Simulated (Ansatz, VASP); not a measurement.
# One calculation of Sn, two programs

Contents of POSCAR:

```
Sn
1.0
    0.0000000000      2.6629032833      5.8219644544
    1.7953649053      0.0000000000      5.8219644544
    1.7953649053      2.6629032833      0.0000000000
Sn
2
Direct
    0.8656524696      0.8656524696      0.1343475304
    0.1343475304      0.1343475304      0.8656524696
```

File INCAR.step1:

```
ALGO     = Normal         # electronic algorithm
EDIFF    = 1E-4           # SCF threshold, eV
ENCUT    = 600            # plane-wave cutoff, eV
GGA      = PE             # functional
ISMEAR   = 0              # smearing method
LASPH    = True           # aspherical terms in the spheres
LCHARG   = False          # write CHGCAR
LREAL    = False          # projectors in reciprocal space
LWAVE    = True           # write WAVECAR
NELM     = 100            # most SCF steps
PREC     = Accurate       # precision mode
SIGMA    = 0.1            # smearing width, eV
```

INCAR.step2

```
ALGO     = Normal         # electronic algorithm
EDIFF    = 1E-6           # SCF threshold, eV
EDIFFG   = -0.04          # ionic threshold
ENCUT    = 600            # plane-wave cutoff, eV
IBRION   = 2              # ionic algorithm
ISIF     = 3              # what is computed and relaxed
ISMEAR   = 0              # smearing method
ISTART   = 1            
LASPH    = True           # aspherical terms in the spheres
LCHARG   = False          # write CHGCAR
LMIXTAU  = True         
LREAL    = False          # projectors in reciprocal space
LWAVE    = False          # write WAVECAR
METAGGA  = R2SCAN         # meta-GGA
NELM     = 100            # most SCF steps
NSW      = 90             # ionic steps
PREC     = Accurate       # precision mode
SIGMA    = 0.1            # smearing width, eV
```

File KPOINTS:

```
k-points
0
Gamma
  6 6 6
```

Input for Ansatz:

```yaml
crystal:
  lattice:
    - [0.0, 2.6629032833, 5.8219644544]
    - [1.7953649053, 0.0, 5.8219644544]
    - [1.7953649053, 2.6629032833, 0.0]
  atoms:
    - { symbol: Sn, position: [0.8656524696, 0.8656524696, 0.1343475304] }
    - { symbol: Sn, position: [0.1343475304, 0.1343475304, 0.8656524696] }
basis:
  ecutwfc: 500
kpoints:
  mp_grid: { grid: [6, 6, 6] }
hamiltonian:
  xc: r2scan
scf:
  occupations: { method: gaussian, width: 0.1 }
  lower_state_search: "off"
output:
  forces: true
  stress: true
  eigenvalues: true
relax:
  adjacent_minimum: "off"
  f_tol: 0.04
  max_steps: 70
  cell: { stress_tol: 0.4 }
```

Alike in both runs: task relaxation of cell and atoms; functional r2SCAN; k mesh 6 × 6 × 6; occupations gaussian, width 0.1 eV; no spin polarisation.

|  | VASP | Ansatz |
| --- | --- | --- |
| version | VASP 6.6.1 | Ansatz 0.2.0 |
| potentials or method | VASP PAW PBE potentials, release 64 (Sn_d), cutoff 600 eV | scalar-relativistic, plane waves, PAW |
| valence electrons in the cell | 28 | 28 |

|  | VASP | Ansatz | Ansatz less VASP |
| --- | --- | --- | --- |
| gap on the k mesh at the Fermi level, each at its own relaxed structure (eV) | none | none | - |
| relaxed volume (Å³/atom) | 27.72 | 27.71 | -0.012 |
| relaxed cell length with the largest relative difference (Å) | 6.416 | 6.457 | +0.0413 |

VASP's potentials were made for PBE, not for r2SCAN. A gap of «none» marks a metal or a gap that the smearing closes.

The k mesh is coarse, so the values compare programs but aren't converged.
